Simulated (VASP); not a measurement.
# In (P4_32_12) in VASP: relaxation of cell and atoms with PBE

Aim: the relaxation of cell and atoms of In with PBE.

Program: VASP 6.6.1. These are calculated values, not measurements. Logs are shortened: lines on timing, memory, paths and dates and some standing lists are left out, and cuts for length are marked.

## Step 1: The cell of the first run

The structure is tetragonal, space group P4_32_12 (No. 96). Conventional cell: a = 4.498 Å, b = 4.498 Å, c = 5.415 Å, α = 90.00°, β = 90.00°, γ = 90.00°. In (site symmetry 2) has 6 In at 2.86 to 3.14 Å within 3.8 Å.

The cell was built from a structure type or drawn by symmetry, and may not be a known phase.

## Step 2: Relaxation of cell and atoms, PBE

Input file INCAR:

```
ALGO     = Normal         # electronic algorithm
EDIFF    = 1E-7           # SCF threshold, eV
EDIFFG   = -0.04          # ionic threshold
ENCUT    = 600            # plane-wave cutoff, eV
GGA      = PE             # functional
IBRION   = 2              # ionic algorithm
ISIF     = 3              # what is computed and relaxed
ISMEAR   = 0              # smearing method
LASPH    = T              # aspherical terms in the spheres
LCHARG   = F              # write CHGCAR
LREAL    = F              # projectors in reciprocal space
LWAVE    = F              # write WAVECAR
NELM     = 60             # most SCF steps
NSW      = 90             # ionic steps
PREC     = Accurate       # precision mode
SIGMA    = 0.1            # smearing width, eV
```

Input file KPOINTS:

```
k-points
0
Gamma
  4 4 4
```

Input file POSCAR:

```
In
1.0
    4.4984710021      0.0000000000      0.0000000000
    0.0000000000      4.4984710021      0.0000000000
    0.0000000000      0.0000000000      5.4152640433
In
4
Direct
    0.1250000000      0.1250000000      0.5000000000
    0.3750000000      0.6250000000      0.2500000000
    0.6250000000      0.3750000000      0.7500000000
    0.8750000000      0.8750000000      0.0000000000
```

Potentials or basis: VASP PAW PBE potentials, release 64 (In_d).

Command:

```
$ cat potpaw_PBE.64/In_d/POTCAR > POTCAR
$ mpirun -np 1 vasp_std > vasp.out
```

OUTCAR:

```text
EDIFF = 1E-7
   EDIFFG = -0.04
   ENCUT = 600
   GGA = PE
   IBRION = 2
   ISIF = 3
   ISMEAR = 0
   LASPH = T
   LREAL = F
   NELM = 60
   NSW = 90
   PREC = Accurate

 ion  position               nearest neighbor table
   1  0.125  0.125  0.500-   2 2.86   3 2.86   2 2.86   3 2.86   4 3.14   4 3.14
   2  0.375  0.625  0.250-   1 2.86   4 2.86   1 2.86   4 2.86   3 3.14   3 3.14
   3  0.625  0.375  0.750-   1 2.86   4 2.86   4 2.86   1 2.86   2 3.14   2 3.14
   4  0.875  0.875  0.000-   2 2.86   3 2.86   3 2.86   2 2.86   1 3.14   1 3.14

  LATTYP: Found a simple tetragonal cell.
 ALAT       =     4.4984710021
 C/A-ratio  =     1.2038010339

  Lattice vectors:

 A1 = (   4.4984710021,   0.0000000000,   0.0000000000)
 A2 = (   0.0000000000,   4.4984710021,   0.0000000000)
 A3 = (   0.0000000000,   0.0000000000,   5.4152640433)

Analysis of symmetry for initial positions (statically):
=====================================================================
 Subroutine PRICEL returns:
 Original cell was already a primitive cell.

 Routine SETGRP: Setting up the symmetry group for a
 simple tetragonal supercell.

 Subroutine GETGRP returns: Found  8 space group operations
 (whereof  2 operations were pure point group operations)
 out of a pool of 16 trial point group operations.

The static configuration has the point symmetry C_2 .
 The point group associated with its full space group is D_4 .

Analysis of symmetry for dynamics (positions and initial velocities):
=====================================================================
 Subroutine PRICEL returns:
 Original cell was already a primitive cell.

 Routine SETGRP: Setting up the symmetry group for a
 simple tetragonal supercell.

 Subroutine GETGRP returns: Found  8 space group operations
 (whereof  2 operations were pure point group operations)
 out of a pool of 16 trial point group operations.

The dynamic configuration has the point symmetry C_2 .
 The point group associated with its full space group is D_4 .

 Subroutine INISYM returns: Found  8 space group operations
 (whereof  2 operations are pure point group operations),
 and found     1 'primitive' translations

----------------------------------------------------------------------------------------

                                     Primitive cell

  volume of cell :     109.5846

  direct lattice vectors                    reciprocal lattice vectors
     4.498471002  0.000000000  0.000000000     0.222297754  0.000000000  0.000000000
     0.000000000  4.498471002  0.000000000     0.000000000  0.222297754  0.000000000
     0.000000000  0.000000000  5.415264043     0.000000000  0.000000000  0.184663202

  length of vectors
     4.498471002  4.498471002  5.415264043     0.222297754  0.222297754  0.184663202

  position of ions in fractional coordinates (direct lattice)
     0.125000000  0.125000000  0.500000000
     0.375000000  0.625000000  0.250000000
     0.625000000  0.375000000  0.750000000
     0.875000000  0.875000000  0.000000000

  ion indices of the primitive-cell ions
   primitive index   ion index
                 1           1
                 2           2
                 3           3
                 4           4

----------------------------------------------------------------------------------------

 KPOINTS: k-points

Automatic generation of k-mesh.
 Grid dimensions read from file:
 generate k-points for:    4    4    4

 Generating k-lattice:

  Cartesian coordinates                     Fractional coordinates (reciprocal lattice)
     0.055574438  0.000000000  0.000000000     0.250000000  0.000000000  0.000000000
     0.000000000  0.055574438  0.000000000     0.000000000  0.250000000  0.000000000
     0.000000000  0.000000000  0.046165801     0.000000000  0.000000000  0.250000000

  Length of vectors
     0.055574438  0.055574438  0.046165801

  Shift w.r.t. Gamma in fractional coordinates (k-lattice)
     0.000000000  0.000000000  0.000000000

 Subroutine IBZKPT returns following result:
 ===========================================

 Found     18 irreducible k-points:

 Following reciprocal coordinates:
            Coordinates               Weight
  0.000000  0.000000  0.000000      1.000000
  0.250000  0.000000  0.000000      4.000000
  0.500000  0.000000  0.000000      2.000000
  0.250000  0.250000  0.000000      4.000000
  0.500000  0.250000  0.000000      4.000000
  0.500000  0.500000  0.000000      1.000000
[... 10 lines left out ...]
  0.500000  0.250000  0.500000      4.000000
  0.500000  0.500000  0.500000      1.000000
   k-points           NKPTS =     18   k-points in BZ     NKDIM =     18   number of bands    NBANDS=     31
   number of dos      NEDOS =    301   number of ions     NIONS =      4
   total plane-waves  NPLWV =  62208
   dimension x,y,z NGX =    36 NGY =   36 NGZ =   48
   dimension x,y,z NGXF=    72 NGYF=   72 NGZF=   96
   ions per type =               4
   NGX,Y,Z   is equivalent  to a cutoff of  13.30, 13.30, 14.74 a.u.
   NGXF,Y,Z  is equivalent  to a cutoff of  26.61, 26.61, 29.47 a.u.
 SYSTEM =  unknown system
   PREC   = accura    normal or accurate (medium, high low for compatibility)
   ISTART =      0    job   : 0-new  1-cont  2-samecut
   ICHARG =      2    charge: 1-file 2-atom 10-const
   ISPIN  =      1    spin polarized calculation?
   LNONCOLLINEAR =      F non collinear calculations
   LSORBIT =      F    spin-orbit coupling
   LASPH  =      T    aspherical Exc in radial PAW
   ENCUT  =  600.0 eV  44.10 Ry    6.64 a.u.   8.98  8.98 10.82*2*pi/ulx,y,z
   NELM   =     60;   NELMIN=  2; NELMDL= -5     # of ELM steps
   EDIFF  = 0.1E-06   stopping-criterion for ELM
   LREAL  =      F    real-space projection
   EDIFFG = -.4E-01   stopping-criterion for IOM
   NSW    =     90    number of steps for IOM
   IBRION =      2    ionic relax: 0-MD 1-quasi-New 2-CG
   NFREE  =      1    steps in history (QN), initial steepest desc. (CG)
   ISIF   =      3    stress and relaxation
   ISYM   =      2    0-nonsym 1-usesym 2-fastsym
   POTIM  = 0.5000    time-step for ionic-motion
   TEBEG  =    0.0;   TEEND  =   0.0 temperature during run
   PSTRESS=    0.0 pullay stress
   NELECT =      52.0000    total number of electrons
   NUPDOWN=      -1.0000    fix difference up-down
   EMIN   =  10.00;   EMAX   =-10.00  energy-range for DOS
   EFERMI =   0.00;   METHOD = LEGACY
   ISMEAR =     0;   SIGMA  =   0.10  broadening in eV -4-tet -1-fermi 0-gaus
   EFERMI_NEDOS =   21; number of points for ismear=-14 and -15
   IALGO  =     38    algorithm
   IMIX   =      4    mixing-type and parameters
     AMIX     =   0.40;   BMIX     =  1.00
     AMIX_MAG =   1.60;   BMIX_MAG =  1.00
  volume/ion in A,a.u.               =      27.40       184.88
  Fermi-wavevector in a.u.,A,eV,Ry     =   1.276908  2.413005 22.184202  1.630493
  Thomas-Fermi vector in A             =   2.409537
   LORBIT       =      0    0 simple, 1 ext, 2 COOP (PROOUT), +10 PAW based schemes
   GGA     = PE    functional components
   LHFCALC =     F    Hartree Fock is set to
   AEXX    =    0.0000 exact exchange contribution
   IVDW    =     0    specifies the selected vdW correction
   LEPSILON=     F    determine dielectric tensor
   LRPA    =     F    only Hartree local field effects (RPA)
 conjugate gradient relaxation of ions
 non-spin polarized calculation
 Gauss-broadening in eV      SIGMA  =   0.10
  energy-cutoff  :      600.00
  volume of cell :      109.58
 maximum number of plane-waves:      3696
 NGX is ok and might be reduce to    36
   NGX = 17   NGY = 17   NGZ = 21

--------------------------------------- Ionic step        1  -------------------------------------------

 number of electron      52.0000032 magnetization

 Free energy of the ion-electron system (eV)
  ---------------------------------------------------
  ext. energy  EPLUGINS =         0.00000000
  ---------------------------------------------------
  free energy    TOTEN  =        -9.14989744 eV

  energy without entropy =       -9.13935027  energy(sigma->0) =       -9.14462385

------------------------ aborting loop because EDIFF is reached ----------------------------------------

  FORCE on cell =-STRESS in cart. coord.  units (eV):
  Direction    XX          YY          ZZ          XY          YZ          ZX
  --------------------------------------------------------------------------------------
  -------------------------------------------------------------------------------------
  Total        5.1796268      5.1796268      2.4133719      0.0000000      0.0000000     -0.0000000
  in kB       75.7285360     75.7285360     35.2846114      0.0000000      0.0000000     -0.0000000
  external PRESSURE =      62.2472278 kB  Pullay stress =       0.0000000 kB
[... 95 lines left out ...]
  FREE ENERGIE OF THE ION-ELECTRON SYSTEM (eV)
  ---------------------------------------------------
  free  energy   TOTEN  =        -9.4987429947 eV

  energy  without entropy=       -9.4794688701  energy(sigma->0) =       -9.48910593

[... ionic steps 4 to 8 ...]

--------------------------------------- Ionic step        9  -------------------------------------------

 number of electron      51.9999997 magnetization

------------------------ aborting loop because EDIFF is reached ----------------------------------------

  FORCE on cell =-STRESS in cart. coord.  units (eV):
  Direction    XX          YY          ZZ          XY          YZ          ZX
  --------------------------------------------------------------------------------------
  -------------------------------------------------------------------------------------
  Total        0.1945242      0.1945242      0.2476792      0.0000000      0.0000000      0.0000000
  in kB        2.5507986      2.5507986      3.2478218      0.0000000      0.0000000      0.0000000
  external PRESSURE =       2.7831397 kB  Pullay stress =       0.0000000 kB
[... 61 lines left out ...]
  energy  without entropy=       -9.5819740260  energy(sigma->0) =       -9.59041114

--------------------------------------- Ionic step       11  -------------------------------------------

 number of electron      51.9999991 magnetization

 Free energy of the ion-electron system (eV)
  ---------------------------------------------------
  ext. energy  EPLUGINS =         0.00000000
  ---------------------------------------------------
  free energy    TOTEN  =        -9.59892150 eV

  energy without entropy =       -9.58219013  energy(sigma->0) =       -9.59055581

 E-fermi :   5.6224     XC(G=0):  -9.3449

 val. band max:        5.6099994930   @ k =   0.2500   0.0000   0.5000
 cond. band min:       5.6565728996   @ k =   0.5000   0.0000   0.0000
 fundamental gap:      0.0465734066
 Fermi energy:         5.6224418357

 k-point     1 :       0.0000    0.0000    0.0000
  band No.  band energies     occupation
      1      -9.2384      2.00000
      2      -9.1850      2.00000
      3      -9.1850      2.00000
      4      -9.0559      2.00000
      5      -9.0165      2.00000
      6      -8.9961      2.00000
[... 632 lines left out ...]
  FREE ENERGIE OF THE ION-ELECTRON SYSTEM (eV)
  ---------------------------------------------------
  free  energy   TOTEN  =        -9.5989214967 eV

  energy  without entropy=       -9.5821901291  energy(sigma->0) =       -9.59055581

 reached required accuracy - stopping structural energy minimisation
```

It took 17 min on 1 thread of Intel Xeon 8259CL, shared host; peak memory 0.27 GiB.

What came out:

- Free energy: -9.5989 eV
- Relaxed volume: 30.90 Å³/atom
- Relaxed cell: a = 4.860 Å, b = 4.860 Å, c = 5.233 Å, α = 90.00°, β = 90.00°, γ = 90.00°
- Space group after relaxing (to 0.1 Å): P4_32_12 (No. 96)
- Energy gained by relaxing: 112.3 meV/atom
- Ionic steps: 11
- Pressure after relaxing: -0.1 GPa
- Largest force after relaxing: 0.031 eV/Å
- Band gap on the k mesh: zero (bands 26 and 27 overlap by 2.38 eV)

Forces on the atoms (eV/Å):
```
In  -0.022 -0.022  0.000
In   0.022 -0.022  0.000
In  -0.022  0.022  0.000
In   0.022  0.022  0.000
```

The path:
```
step  energy change (eV)  largest force (eV/Å)  pressure (GPa)  volume (Å³)
   1              0.0000                0.5449            6.22       109.58
   2             -0.3488                0.2325           -0.31       127.30
   3             -0.3488                0.2288           -0.37       127.59
   4             -0.3683                0.2191           -0.31       126.75
   5             -0.4249                0.1410           -0.13       124.19
   6             -0.3736                0.1999            1.60       118.83
   7             -0.4460                0.0701            0.16       122.62
   8             -0.4472                0.0415            0.31       122.07
   9             -0.4472                0.0477            0.28       122.18
  10             -0.4490                0.0281           -0.14       123.91
  11             -0.4490                0.0311           -0.07       123.62
```

Final structure:
```yaml
crystal:
  lattice:
    - [4.86047, 0.00000, 0.00000]
    - [0.00000, 4.86047, 0.00000]
    - [0.00000, 0.00000, 5.23260]
  atoms:
    - { symbol: In, position: [0.10887, 0.10887, 0.50000] }
    - { symbol: In, position: [0.39113, 0.60887, 0.25000] }
    - { symbol: In, position: [0.60887, 0.39113, 0.75000] }
    - { symbol: In, position: [0.89113, 0.89113, 0.00000] }
```

Levels at points of the mesh, in eV from the Fermi level:
| k point | band 23 | band 24 | band 25 | band 26 | band 27 | band 28 | band 29 | band 30 |
| --- | --- | --- | --- | --- | --- | --- | --- | --- |
| (0.00, 0.00, 0.00) | -3.61 | -3.34 | -0.29 | -0.29 | 0.50 | 2.72 | 2.72 | 3.24 |
| (0.50, 0.00, 0.00) | -1.83 | -1.83 | -0.85 | -0.85 | 0.03 | 0.03 | 2.12 | 2.12 |
| (0.50, 0.50, 0.00) | -4.49 | -4.49 | -0.18 | -0.18 | 1.22 | 1.22 | 1.67 | 1.67 |
| (0.00, 0.00, 0.50) | -1.83 | -1.83 | -0.37 | -0.37 | -0.05 | -0.05 | 2.70 | 2.70 |
| (0.50, 0.00, 0.50) | -4.85 | -4.85 | 0.48 | 0.48 | 1.90 | 1.90 | 2.24 | 2.24 |
| (0.50, 0.50, 0.50) | -4.95 | -4.95 | -1.90 | -1.90 | -1.90 | -1.90 | 7.32 | 7.32 |

Caveat: spin-orbit coupling is left out, which moves the levels of the heavy elements.
